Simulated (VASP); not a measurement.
Input of a VASP 6.6.1 run:

The input INCAR:

```
PREC = Accurate
ENCUT = 600
EDIFF = 1E-6
ISMEAR = -1
SIGMA = 0.05
LREAL = False
LASPH = True
NELM = 80
ALGO = Fast
ISIF = 3
LWAVE = False
LCHARG = False
GGA = PE
IBRION = 2
NSW = 60
EDIFFG = -0.01
PSTRESS = 300.0
```

Contents of KPOINTS:

```
regular mesh
0
Gamma
  9 9 9
```

The input POSCAR:

```
Hf3Be
1.0
   -2.0920000000      2.0920000000      4.3530460000
    2.0920000000     -2.0920000000      4.3530460000
    2.0920000000      2.0920000000     -4.3530460000
Hf Be
3 1
Direct
    0.5000000000      0.5000000000      0.0000000000
    0.2500000000      0.7500000000      0.5000000000
    0.7500000000      0.2500000000      0.5000000000
    0.0000000000      0.0000000000      0.0000000000
```

Potentials or basis: VASP PAW PBE potentials, release 64 (Hf_pv, Be).

The run is started by

```console
$ cat potpaw_PBE.64/Hf_pv/POTCAR potpaw_PBE.64/Be/POTCAR > POTCAR
$ mpirun -np 1 vasp_std > vasp.out
```

Task: Predict the relaxed cell.

Result: a = 4.903 Å, b = 4.903 Å, c = 4.903 Å, α = 132.93°, β = 132.93°, γ = 68.77°.

Task: What does it give for the relaxed volume?

Result: 15.51 Å³/atom.

Final structure:
```
Hf Be
1.0
    -1.95792    1.95792    4.04617
     1.95792   -1.95792    4.04617
     1.95792    1.95792   -4.04617
Hf Be
3 1
Direct
  0.50000 0.50000 0.00000
  0.25000 0.75000 0.50000
  0.75000 0.25000 0.50000
  0.00000 0.00000 0.00000
```

Caveat: the cell is relaxed towards a set pressure, so the run minimises the enthalpy, not the energy; the volume moved by over 15 % at a fixed basis, so the end points are rough.
